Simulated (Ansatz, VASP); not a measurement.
Si3N4: VASP beside Ansatz

```
CELL_PARAMETERS angstrom
7.54583 0.00000 0.00000
-3.77292 6.53488 0.00000
0.00000 0.00000 2.88607
ATOMIC_POSITIONS crystal
N 0.33330 0.66670 0.25000
N 0.66660 0.33330 0.75000
N 0.33940 0.03620 0.25000
N 0.30320 0.33940 0.75000
N 0.96380 0.30320 0.25000
N 0.66060 0.96380 0.75000
N 0.69680 0.66060 0.25000
N 0.03620 0.69680 0.75000
Si 0.19520 0.76560 0.25000
Si 0.42960 0.19520 0.75000
Si 0.23440 0.42960 0.25000
Si 0.80480 0.23440 0.75000
Si 0.57040 0.80480 0.25000
Si 0.76560 0.57040 0.75000
```

Alike in both runs: task single point; functional LDA; k mesh 4 × 4 × 9; no spin polarisation.

|  | VASP | Ansatz |
| --- | --- | --- |
| version | VASP 6.6.1 | Ansatz 0.2.0 |
| potentials or method | VASP PAW LDA potentials, release 64 (N, Si), cutoff 520 eV | PAW plane waves |
| occupations | fermi-dirac, width 0.1 eV | fermi-dirac |
| valence electrons in the cell | 64 | 64 |

|  | VASP | Ansatz | Ansatz less VASP |
| --- | --- | --- | --- |
| pressure (GPa) | 11.7 | 11.3 | -0.40 |
| traceless stress, the component that is largest in VASP (GPa) | -19.88 | -19.92 | -0.042 |
| rms of the force components (eV/Å) | 3.721 | 3.725 | +0.0042 |

LDA's correlation is that of Perdew and Zunger in VASP and of Perdew and Wang (1992) in Ansatz. Atom by atom the forces differ by 0.011 eV/Å (rms over components). Ansatz's warnings: structure snapped to symmetry.
